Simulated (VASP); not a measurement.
TiTe2, 3 atoms in the cell. Symmetry: P-3m1, No. 164, trigonal system. Conventional cell: a = 3.718 Å, b = 3.718 Å, c = 6.324 Å, α = 90.00°, β = 90.00°, γ = 120.00°. Within 3.8 Å of Ti (site symmetry -3m) lie 6 Te at 2.75 Å and 6 Ti at 3.72 Å. Te (site symmetry 3m) has 3 Ti at 2.75 Å and 9 Te at 3.61 to 3.72 Å within 3.8 Å. 

* Program: VASP 6.6.1
* Task: relaxation of cell and atoms
* Functional: r2SCAN
* Dispersion: rVV10
* Potentials or basis: VASP PAW PBE potentials, release 64 (Ti_sv, Te)
* Cutoff: 600 eV
* k mesh: 12 × 12 × 4
* Occupations: fermi-dirac, width 0.02 eV
* Spin: no spin polarisation
* Dipole correction: no
* Further INCAR settings: ALGO = Normal; EDIFF = 1e-06; IBRION = 2; EDIFFG = -0.005; NSW = 80; ISIF = 3

Potentials or basis: VASP PAW PBE potentials, release 64 (Ti_sv, Te).

The run is started by

```bash
$ cat potpaw_PBE.64/Ti_sv/POTCAR potpaw_PBE.64/Te/POTCAR > POTCAR
$ cp INCAR.step1 INCAR
$ mpirun -np 1 vasp_std > vasp.out
$ cp INCAR.step2 INCAR
$ mpirun -np 1 vasp_std > vasp.out
```

Hardware: 1 thread of Intel(R) Xeon(R) 6975P-C (Granite Rapids), with other jobs on the host.

How long does it take, and how much memory?

Run time: 37 min on 1 thread of Intel(R) Xeon(R) 6975P-C (Granite Rapids), with other jobs on the host, peak memory 0.49 GiB. Counts: k points 69, ion steps 12.
